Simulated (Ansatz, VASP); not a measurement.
# Two plane-wave programs on KBr

Contents of POSCAR:

```
KBr
1.0
    0.0000000000      3.2925000000      3.2925000000
    3.2925000000      0.0000000000      3.2925000000
    3.2925000000      3.2925000000      0.0000000000
K Br
1 1
Direct
    0.0000000000      0.0000000000      0.0000000000
    0.4731546400      0.5000000000      0.5000000000
```

Contents of INCAR.step1:

```
PREC = Accurate ; ENCUT = 520
ISMEAR = 0 ; SIGMA = 0.05
LREAL = F ; LASPH = T
NELM = 100 ; NBANDS = 15
GGA = PE ; ALGO = Normal
EDIFF = 1E-4 ; LWAVE = T
LCHARG = F
```

The input INCAR.step2:

```
PREC = Accurate ; ENCUT = 520
EDIFF = 1E-6 ; ISMEAR = 0
SIGMA = 0.05 ; LREAL = F
LASPH = T ; NELM = 100
ALGO = Normal ; ISIF = 2
LWAVE = F ; LCHARG = F
METAGGA = R2SCAN ; LMIXTAU = T
NBANDS = 15 ; ISTART = 1
```

Contents of KPOINTS:

```
Automatic mesh
0
Gamma
  6 6 6
```

Input for Ansatz:

```yaml
crystal:
  lattice:
    - [0.0, 3.2925, 3.2925]
    - [3.2925, 0.0, 3.2925]
    - [3.2925, 3.2925, 0.0]
  atoms:
    - { symbol: K, position: [0.0, 0.0, 0.0] }
    - { symbol: Br, position: [0.47315464, 0.5, 0.5] }
basis:
  ecutwfc: 500
kpoints:
  mp_grid: { grid: [6, 6, 6] }
hamiltonian:
  xc: r2scan
scf:
  occupations: { method: gaussian, width: 0.05 }
output:
  forces: true
  stress: true
  eigenvalues: true
```

Change from the starting cell: all Br atoms moved +0.125 Å, as atom 2 towards its neighbour atom 2 (Br) at 4.656 Å.

Alike in both runs: task single point; functional r2SCAN; k mesh 6 × 6 × 6; occupations gaussian, width 0.05 eV; no spin polarisation.

|  | VASP | Ansatz |
| --- | --- | --- |
| version | VASP 6.6.1 | Ansatz 0.2.0 |
| potentials or method | VASP PAW PBE potentials, release 64 (K_sv, Br), cutoff 520 eV | scalar-relativistic, plane waves, PAW |
| valence electrons in the cell | 16 | 16 |

Ansatz gave:

| Item | Value |
| --- | --- |
| gap on the k mesh at the Fermi level (eV) | 5.10 |
| least direct gap on the mesh (eV) | 5.10 |
| pressure (GPa) | 0.3 |
| traceless stress, the component that is largest in VASP (GPa) | -0.12 |
| rms of the force components (eV/Å) | 0.099 |

**Question.** Which values does VASP return?

**Answer.** gap on the k mesh at the Fermi level (eV): 5.10; least direct gap on the mesh (eV): 5.10; pressure (GPa): 0.3; traceless stress, the component that is largest in VASP (GPa): -0.12; rms of the force components (eV/Å): 0.101.

VASP's potentials were made for PBE, not for r2SCAN. Atom by atom the forces differ by 0.001 eV/Å (rms over components).
